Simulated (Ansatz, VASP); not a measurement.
# HfSi2O6: VASP beside Ansatz

```
CELL_PARAMETERS angstrom
4.95534 -2.50794 -0.01254
4.95534 2.50794 -0.01254
-0.16157 0.00000 5.88264
ATOMIC_POSITIONS crystal
Hf 0.45879 0.54121 0.00000
Si 0.51940 0.98656 0.65518
Si 0.01344 0.48060 0.34482
O 0.79160 0.42957 0.20228
O 0.30484 0.15509 0.43188
O 0.57043 0.20840 0.79772
O 0.12594 0.62858 0.18263
O 0.84491 0.69516 0.56812
O 0.37142 0.87406 0.81737
```

Change from the starting cell: the structure that the rattled cell fell into.

Alike in both runs: functional PBE; k mesh 6 × 6 × 4; occupations gaussian, width 0.02 eV; no spin polarisation.

Ansatz relaxed the structure, and its values are those at the end. VASP's run is a single point on that final structure, the one shown.

|  | VASP | Ansatz |
| --- | --- | --- |
| version | VASP 6.6.1 | Ansatz 0.2.0 |
| potentials or method | VASP PAW PBE potentials, release 64 (Hf_pv, Si, O), cutoff 520 eV | scalar-relativistic, plane waves, PAW |
| valence electrons in the cell | 54 | 70 |

|  | VASP | Ansatz | Ansatz less VASP |
| --- | --- | --- | --- |
| gap on the k mesh at the Fermi level (eV) | 5.03 | 5.03 | 0.000 |
| least direct gap on the mesh (eV) | 5.29 | 5.29 | -0.001 |
| pressure (GPa) | -0.4 | 0.0 | +0.38 |
| rms of the force components (eV/Å) | 0.072 | 0.004 | -0.0686 |

The functional is the same, so the differences come from potentials, cutoffs and numerics. VASP's potentials hold 54 valence electrons a cell and Ansatz's 70, so a difference there can come from the potentials and not from the codes.

Spin-orbit coupling is off throughout.
